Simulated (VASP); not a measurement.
# Nb (Pm-3m) in VASP: notebook, part 2 of 3

VASP 6.6.1. The steps go on from the part before.

## Step 3: Single point, BLYP (volume scaled by 0.92)

Contents of INCAR:

```
PREC = Accurate ; ENCUT = 520
EDIFF = 1E-7 ; ISMEAR = -1
SIGMA = 0.1 ; LREAL = F
LASPH = T ; NELM = 100
ALGO = Normal ; ISIF = 2
LWAVE = F ; LCHARG = F
GGA = B5 ; ALDAX = 1.0
AGGAX = 1.0 ; AGGAC = 1.0
ALDAC = 0.0 ; NBANDS = 12
```

Contents of KPOINTS:

```
regular mesh
0
Gamma
  13 13 13
```

Contents of POSCAR:

```
Nb
1.0
    2.6861804688      0.0000000000      0.0000000000
    0.0000000000      2.6861804688      0.0000000000
    0.0000000000      0.0000000000      2.6861804688
Nb
1
Direct
    0.0000000000      0.0000000000      0.0000000000
```

Potentials or basis: VASP PAW PBE potentials, release 64 (Nb_sv).

Run with:

```console
> cat potpaw_PBE.64/Nb_sv/POTCAR > POTCAR
> mpirun -np 1 vasp_std > vasp.out
```

OUTCAR:

```text
PREC = Accurate
   ENCUT = 520
   EDIFF = 1E-7
   ISMEAR = -1
   LREAL = F
   LASPH = T
   NELM = 100
   ISIF = 2
   GGA = B5

 ion  position               nearest neighbor table
   1  0.000  0.000  0.000-

  LATTYP: Found a simple cubic cell.
 ALAT       =     2.6861804688

  Lattice vectors:

 A1 = (   2.6861804688,   0.0000000000,   0.0000000000)
 A2 = (   0.0000000000,   2.6861804688,   0.0000000000)
 A3 = (   0.0000000000,   0.0000000000,   2.6861804688)

Analysis of symmetry for initial positions (statically):
=====================================================================
 Subroutine PRICEL returns:
 Original cell was already a primitive cell.

 Routine SETGRP: Setting up the symmetry group for a
 simple cubic supercell.

 Subroutine GETGRP returns: Found 48 space group operations
[... 9 lines left out ...]

 Routine SETGRP: Setting up the symmetry group for a
 simple cubic supercell.

 Subroutine GETGRP returns: Found 48 space group operations
[... 11 lines left out ...]
                                     Primitive cell

  volume of cell :      19.3823

  direct lattice vectors                    reciprocal lattice vectors
     2.686180469  0.000000000  0.000000000     0.372275806  0.000000000  0.000000000
     0.000000000  2.686180469  0.000000000     0.000000000  0.372275806  0.000000000
     0.000000000  0.000000000  2.686180469     0.000000000  0.000000000  0.372275806

  length of vectors
     2.686180469  2.686180469  2.686180469     0.372275806  0.372275806  0.372275806

  position of ions in fractional coordinates (direct lattice)
     0.000000000  0.000000000  0.000000000

  ion indices of the primitive-cell ions
   primitive index   ion index
                 1           1

----------------------------------------------------------------------------------------

 KPOINTS: regular mesh

[... 83 lines left out ...]
   EFERMI_NEDOS =   21; number of points for ismear=-14 and -15
   IALGO  =     38    algorithm
   IMIX   =      4    mixing-type and parameters
     AMIX     =   0.40;   BMIX     =  1.00
     AMIX_MAG =   1.60;   BMIX_MAG =  1.00
  volume/ion in A,a.u.               =      19.38       130.80
  Fermi-wavevector in a.u.,A,eV,Ry     =   1.433026  2.708027 27.940431  2.053564
  Thomas-Fermi vector in A             =   2.552589
   LORBIT       =      0    0 simple, 1 ext, 2 COOP (PROOUT), +10 PAW based schemes
   GGA     = B5    functional components
   LHFCALC =     F    Hartree Fock is set to
   AEXX    =    0.0000 exact exchange contribution
   IVDW    =     0    specifies the selected vdW correction
   LEPSILON=     F    determine dielectric tensor
   LRPA    =     F    only Hartree local field effects (RPA)
 non-spin polarized calculation
  energy-cutoff  :      520.00
  volume of cell :       19.38
 maximum number of plane-waves:       535
 NGX is ok and might be reduce to    20
   NGX =  9   NGY =  9   NGZ =  9

 number of electron      12.9999998 magnetization

 Free energy of the ion-electron system (eV)
  ---------------------------------------------------
  ext. energy  EPLUGINS =         0.00000000
  ---------------------------------------------------
  free energy    TOTEN  =        -8.02062052 eV

  energy without entropy =       -7.98943498  energy(sigma->0) =       -8.00502775

 E-fermi :  10.8766     XC(G=0): -11.3678

 val. band max:       10.8696134703   @ k =   0.4615   0.0769   0.0000
 cond. band min:      10.9318366468   @ k =   0.4615   0.4615   0.1538
 fundamental gap:      0.0622231765
 Fermi energy:        10.8765884255

 k-point     1 :       0.0000    0.0000    0.0000
  band No.  band energies     occupation
      1     -43.7057      2.00000
      2     -19.0199      2.00000
      3     -19.0199      2.00000
      4     -19.0199      2.00000
      5       5.3503      2.00000
      6       7.8605      2.00000
      7       7.8605      2.00000
      8      16.0620      0.00000
      9      16.0620      0.00000
     10      16.0620      0.00000
     11      25.8910      0.00000
     12      25.8910      0.00000
[... 331 lines left out ...]
 k-point    24 :       0.3846    0.3077    0.0000
  band No.  band energies     occupation
      1     -43.3767      2.00000
      2     -20.2834      2.00000
      3     -19.9494      2.00000
      4     -18.7925      2.00000
      5       7.8632      2.00000
      6       9.1648      2.00000
      7      12.9291      0.00000
      8      13.4384      0.00000
      9      14.1223      0.00000
     10      14.6888      0.00000
     11      20.8592      0.00000
     12      25.2287      0.00000

 [... further k-points ...]
[... 5 lines left out ...]
  --------------------------------------------------------------------------------------
  -------------------------------------------------------------------------------------
  Total        1.3654813      1.3654813      1.3654813      0.0000000     -0.0000000      0.0000000
  in kB      112.8731859    112.8731859    112.8731859      0.0000000     -0.0000000      0.0000000
  external PRESSURE =     112.8731859 kB  Pullay stress =       0.0000000 kB

 VOLUME and BASIS-vectors are now :
 -----------------------------------------------------------------------------
  energy-cutoff  :      520.00
  volume of cell :       19.38
      direct lattice vectors                 reciprocal lattice vectors
     2.686180469  0.000000000  0.000000000     0.372275806  0.000000000  0.000000000
     0.000000000  2.686180469  0.000000000     0.000000000  0.372275806  0.000000000
     0.000000000  0.000000000  2.686180469     0.000000000  0.000000000  0.372275806

 POSITION                                       TOTAL-FORCE (eV/Angst)
 -----------------------------------------------------------------------------------
      0.00000      0.00000      0.00000         0.000000      0.000000      0.000000
 -----------------------------------------------------------------------------------
    total drift:                               -0.000000     -0.000000     -0.000000

  FREE ENERGIE OF THE ION-ELECTRON SYSTEM (eV)
  ---------------------------------------------------
  free  energy   TOTEN  =        -8.0206205198 eV

  energy  without entropy=       -7.9894349800  energy(sigma->0) =       -8.00502775
```

Run time: 16 s. Hardware: 1 thread of AMD EPYC 7R43 (Zen 3), shared host; peak memory 0.1 GiB.

What came out:

| Item | Value |
| --- | --- |
| Free energy | -8.0206 eV |
| Pressure | 11.3 GPa |

Caveat: the PAW data sets were made with another functional, which shifts forces and pressure a little.

## Step 4: Single point, BLYP (volume scaled by 0.96)

Edit INCAR of step 3 so:

```diff
@@ -1,3 +1,3 @@
 PREC = Accurate ; ENCUT = 520
-EDIFF = 1E-7 ; ISMEAR = -1
+EDIFF = 1E-6 ; ISMEAR = -1
 SIGMA = 0.1 ; LREAL = F
```

Contents of KPOINTS:

```
Automatic mesh
0
Gamma
  13 13 13
```

Contents of POSCAR:

```
Nb
1.0
    2.7245596607      0.0000000000      0.0000000000
    0.0000000000      2.7245596607      0.0000000000
    0.0000000000      0.0000000000      2.7245596607
Nb
1
Direct
    0.0000000000      0.0000000000      0.0000000000
```

Run with:

```console
> cat potpaw_PBE.64/Nb_sv/POTCAR > POTCAR
> mpirun -np 1 vasp_std > vasp.out
```

Wall time 16 s (1 thread of AMD EPYC 7R43 (Zen 3), shared host); peak memory 0.1 GiB.

It converged, with:

```yaml
Free_energy: -8.0629 eV
Pressure: 4.9 GPa
```

Levels at points of the mesh, in eV from the Fermi level:
| k point | band 5 | band 6 | band 7 | band 8 | band 9 | band 10 |
| --- | --- | --- | --- | --- | --- | --- |
| (0.00, 0.00, 0.00) | -5.43 | -2.85 | -2.85 | 4.93 | 4.93 | 4.93 |

Caveat: the PAW data sets were made with another functional, which shifts forces and pressure a little.

(Part 2 of 3 ends here.)
